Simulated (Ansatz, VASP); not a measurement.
# TaN: VASP beside Ansatz

File INCAR:

```
SYSTEM = TaN
ALGO = Normal ; EDIFF = 1E-8
ENCUT = 520 ; GGA = PE
ISIF = 2 ; ISMEAR = -1
LASPH = .TRUE. ; LCHARG = .FALSE.
LEFG = .TRUE. ; LREAL = .FALSE.
LWAVE = .FALSE. ; NBANDS = 24
NELM = 60 ; PREC = Accurate
SIGMA = 0.01
```

KPOINTS

```
k-points
0
G
  9 9 5
  0 0 0
```

Contents of POSCAR:

```
TaN
1.0
    3.1110011123      0.0000000000      0.0000000000
   -1.5555005562      2.6942059945      0.0000000000
    0.0000000000      0.0000000000      4.9400000000
Ta N
2 2
Direct
    0.3333333333      0.6666666667      0.0000000000
    0.6666666667      0.3333333333      0.5000000000
    0.3333333333      0.6666666667      0.3850000000
    0.6666666667      0.3333333333      0.8850000000
```

Input for Ansatz:

```yaml
crystal:
  lattice:
    - [3.1110011123, 0.0, 0.0]
    - [-1.5555005562, 2.6942059945, 0.0]
    - [0.0, 0.0, 4.94]
  atoms:
    - { symbol: Ta, position: [0.3333333333, 0.6666666667, 0.0] }
    - { symbol: Ta, position: [0.6666666667, 0.3333333333, 0.5] }
    - { symbol: "N", position: [0.3333333333, 0.6666666667, 0.385] }
    - { symbol: "N", position: [0.6666666667, 0.3333333333, 0.885] }
kpoints:
  mp_grid: { grid: [9, 9, 5] }
scf:
  occupations: { method: fermi_dirac, width: 0.01 }
hamiltonian:
  xc: pbe
  pseudopotentials: { kind: all_electron, datasets: crystal }
output:
  forces: true
  stress: true
  eigenvalues: true
  efg: { contact_densities: true }
```

Change from the starting cell: equal xx and yy strain of +2 %, crystal datasets.

Alike in both runs: task electric field gradients; functional PBE; k mesh 9 × 9 × 5; occupations fermi-dirac, width 0.01 eV; no spin polarisation.

```csv
,VASP,Ansatz
version,VASP 6.6.1,Ansatz 0.2.0
potentials or method,"VASP PAW PBE potentials, release 64 (Ta_pv, N), cutoff 520 eV","all-electron PAW with datasets made for the crystal, scalar-relativistic"
```

```tsv
	VASP	Ansatz	Ansatz less VASP
pressure (GPa)	111.9	107.6	-4.31
traceless stress, the component that is largest in VASP (GPa)	-7.74	-7.46	+0.286
rms of the force components (eV/Å)	0.695	0.689	-0.0055
size of Vzz on the site where it differs most (V/Å²)	94.5	96.0	+1.56
```

Atom by atom the forces differ by 0.005 eV/Å (rms over components). Both programs put the cell under a high pressure, so it lies far from rest at this level. Ansatz ran all-electron here, and VASP with PAW potentials.

Spin-orbit coupling is off throughout. Noted on VASP's run: the cell as given lies far from equilibrium.
